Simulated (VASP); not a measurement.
Crystal: MnO2.

```
Mn O
1.0
     4.39600    0.00000    0.00000
     0.00000    4.39600    0.00000
     0.00000    0.00000    2.87100
Mn O
2 4
Direct
  0.00000 0.00000 0.00000
  0.50000 0.50000 0.50000
  0.30200 0.30200 0.00000
  0.19800 0.80200 0.50000
  0.69800 0.69800 0.00000
  0.80200 0.19800 0.50000
```

Base run:

```yaml
Program: VASP 6.6.1
Functional: LDA
Potentials_or_basis: VASP PAW LDA potentials, release 64 (Mn_pv, O)
Cutoff: 520 eV
k_mesh: 4 × 4 × 7
Occupations: gaussian, width 0.05 eV
Spin: collinear spin, antiferromagnetic start
Starting_moments: "[2.53, -2.53, 0.0, 0.0, 0.0, 0.0] μB"
Hubbard_terms: Mn d U = 4.0 eV
```

Its results: band gap on the k mesh 0.24 eV; pressure -7.1 GPa; net moment 0.00 μB per cell; site moments Mn +2.87, -2.87; O -0.01, +0.01 (each value once) μB; largest force 0.517 eV/Å.

**Question.** The run is repeated on the same cell with these changes: spin from collinear spin, antiferromagnetic start to collinear spin, ferromagnetic start; moments at the start from [2.53, -2.53, 0.0, 0.0, 0.0, 0.0] to [3.0, 3.0, 0.0, 0.0, 0.0, 0.0]. What comes out?

**Answer.** Band gap on the k mesh zero (filled and empty bands overlap); pressure -5.5 GPa; net moment 6.02 μB per cell; site moments Mn +2.96; O -0.01 μB; largest force 0.525 eV/Å.

Caveats: the cell stands under tension; semilocal functionals underestimate gaps, and a narrow one can read as zero (at least some runs); the run started ferromagnetic, and an antiferromagnetic order may lie lower in energy (at least some runs).

A k mesh can miss the band edges.
